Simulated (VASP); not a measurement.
Crystal: B.

```xyz
12
Lattice="2.7259 0.0000 0.0000 0.0000 4.5305 0.0000 0.0000 0.0000 7.6937" Properties=species:S:1:pos:R:3 pbc="T T T"
B     2.4104    1.4407    1.5482
B     1.0475    0.8246    2.2986
B     1.6784    3.7059    2.2986
B     0.3155    3.0898    1.5482
B     0.3155    3.0898    6.1455
B     1.6784    3.7059    5.3950
B     1.0475    0.8246    5.3950
B     2.4104    1.4407    6.1455
B     2.0374    3.9912    3.8468
B     0.6745    2.8045    0.0000
B     2.0514    1.7260    0.0000
B     0.6885    0.5393    3.8468
```

The cell was built from a structure type or drawn by symmetry, and may not be a known phase.

* Program: VASP 6.6.1
* Task: relaxation of cell and atoms
* Functional: PBE
* Potentials or basis: VASP PAW PBE potentials, release 64 (B)
* Cutoff: 600 eV
* k mesh: 6 × 4 × 2
* Occupations: gaussian, width 0.1 eV
* Spin: no spin polarisation

At the start: pressure 30.3 GPa; volume 7.92 Å³/atom.

Problem. Where does the relaxation end?

Solution. Over 35 steps the energy falls by 640.4 meV/atom and the volume is 6.97 Å³/atom (-12.0 %); space group Pnnm (No. 58, to 0.1 Å) before and after.

Step by step:
```
step  energy change (eV)  largest force (eV/Å)  pressure (GPa)  volume (Å³)
   1              0.0000                1.8876           30.29        95.01
   2             -1.7040                0.8285          -12.18       116.98
   3             -1.9072                0.6550           -4.20       110.86
   4             -2.5605                0.9387           -5.22       110.33
   5             -2.9515                1.4686           -6.40       109.46
   6             -3.3576                1.2590           -6.63       107.59
   7             -3.7459                1.5260           -6.71       104.68
   8             -3.6818                3.1713           -6.67        98.69
   9             -3.8521                2.1804           -6.68       102.21
  10             -4.5334                1.0384           -4.24        98.00
  11             -4.8838                0.8588            2.50        92.26
  12             -5.2263                0.8807            3.27        90.96
  13             -5.3390                1.0393            4.85        89.86
  14             -5.7881                0.9254           -2.57        90.94
  15             -5.8844                1.1559           -5.40        91.50
  16             -6.2662                0.7278           -5.69        90.13
  17             -6.6370                1.8738           -1.82        87.27
  18             -6.6176                1.4482           -3.85        88.12
  19             -6.6421                1.6657           -2.97        87.69
  20             -6.9104                1.5073           -0.95        86.25
  21             -6.9335                1.4434            2.81        84.75
  22             -6.9659                1.3535            1.01        85.41
  23             -7.2378                0.8929           -0.38        85.34
  24             -7.3627                1.0496           -1.32        85.24
  25             -7.3650                1.1685           -1.41        85.23
  26             -7.4944                0.7077           -1.28        84.87
  27             -7.5577                0.3676           -0.82        84.34
  28             -7.5581                0.3737           -0.86        84.38
  29             -7.5892                0.3593           -0.19        84.05
  30             -7.6436                0.3384            2.21        83.08
  31             -7.6686                0.2071            0.91        83.41
  32             -7.6760                0.1134           -0.29        83.73
  33             -7.6810                0.0768           -0.38        83.76
  34             -7.6841                0.0456           -0.52        83.80
  35             -7.6850                0.0199            0.05        83.59
```

Final structure:
```
B
1.0
     3.29028    0.00000    0.00000
     0.00000    2.95957    0.00000
     0.00000    0.00000    8.58402
B
12
Direct
  0.85339 0.24863 0.19164
  0.35339 0.25138 0.30836
  0.64661 0.74862 0.30836
  0.14661 0.75138 0.19164
  0.14661 0.75138 0.80836
  0.64661 0.74862 0.69164
  0.35339 0.25138 0.69164
  0.85339 0.24863 0.80836
  0.77296 0.84019 0.50000
  0.27296 0.65981 0.00000
  0.72704 0.34019 0.00000
  0.22704 0.15981 0.50000
```

Caveat: the k points lie up to 0.53 Å⁻¹ apart in the final cell, too coarse for converged energies and pressures of a metal; a cell axis changed by over 15 % at a fixed basis, so the end point is rough.
